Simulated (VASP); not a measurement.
Crystal: BiTe.

```
CELL_PARAMETERS angstrom
4.42200 0.00000 0.00000
-2.21100 3.82956 0.00000
0.00000 0.00000 24.05000
ATOMIC_POSITIONS crystal
Bi 0.00000 0.00000 0.12477
Bi 0.00000 0.00000 0.87523
Bi 0.33333 0.66667 0.29162
Bi 0.66667 0.33333 0.70838
Bi 0.66667 0.33333 0.46495
Bi 0.33333 0.66667 0.53505
Te 0.33333 0.66667 0.05359
Te 0.66667 0.33333 0.94641
Te 0.66667 0.33333 0.20872
Te 0.33333 0.66667 0.79128
Te 0.00000 0.00000 0.36360
Te 0.00000 0.00000 0.63640
```

Base run:

| Quantity | Value |
| --- | --- |
| Program | VASP 6.6.1 |
| Functional | LDA |
| Potentials or basis | VASP PAW LDA potentials, release 64 (Bi_d, Te) |
| Cutoff | 520 eV |
| k mesh | 11 × 11 × 2 |
| Occupations | fermi-dirac, width 0.05 eV |
| Spin | no spin polarisation |

Its results: band gap on the k mesh 0.16 eV (least direct gap 0.24 eV); pressure -1.5 GPa; largest force 0.147 eV/Å.

Q: The run is repeated on the same cell with these changes: functional from LDA to PBEsol; potentials or basis from VASP PAW LDA potentials, release 64 (Bi_d, Te) to VASP PAW PBE potentials, release 64 (Bi_d, Te). What comes out?

A: Band gap on the k mesh 0.15 eV (least direct gap 0.23 eV); pressure -0.5 GPa; largest force 0.065 eV/Å.

Caveats: spin-orbit coupling is left out, which moves the levels of the heavy elements; the PAW data sets were made with another functional, which shifts forces and pressure a little (at least some runs).

A k mesh can miss the band edges.
